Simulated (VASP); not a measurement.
Runs of VASP 6.6.1 on Ti. The structure is that of space group Fm-3m (No. 225), or close to it. The cells are those of the table. 

```tsv
cell	gap on the mesh (eV)	pressure (GPa)
a = 2.758, b = 2.758, c = 2.641 Å, angles 61.4, 61.4, 57.2°, 1 atom	none	30.2
a = 3.101 Å, angles 60.0°, 1 atom	none	-14.7
a = 2.699, b = 2.699, c = 2.641 Å, angles 60.7, 60.7, 58.6°, 1 atom	none	(b)
a = 2.641 Å, angles 60.0°, 1 atom	none	(a)
a = 2.699, b = 2.699, c = 2.756 Å, angles 59.3, 59.3, 61.4°, 1 atom	none	30.0
a = 2.814, b = 2.814, c = 2.756 Å, angles 60.7, 60.7, 58.6°, 1 atom	none	15.3
```

Alike in all rows: task single point; level PBE; potentials or basis VASP PAW PBE potentials, release 64 (Ti_sv); no spin polarisation; k mesh 20 × 20 × 20; cutoff (eV) 520; smearing gaussian 0.15 eV.

Question: Fill in the values left out.

Answer: (a) 48.9; (b) 38.9.

Caveats: the cell stands under pressure (at least some runs); the cell stands under tension (at least some runs).

A gap of «none» marks levels without a gap at the run's occupations.
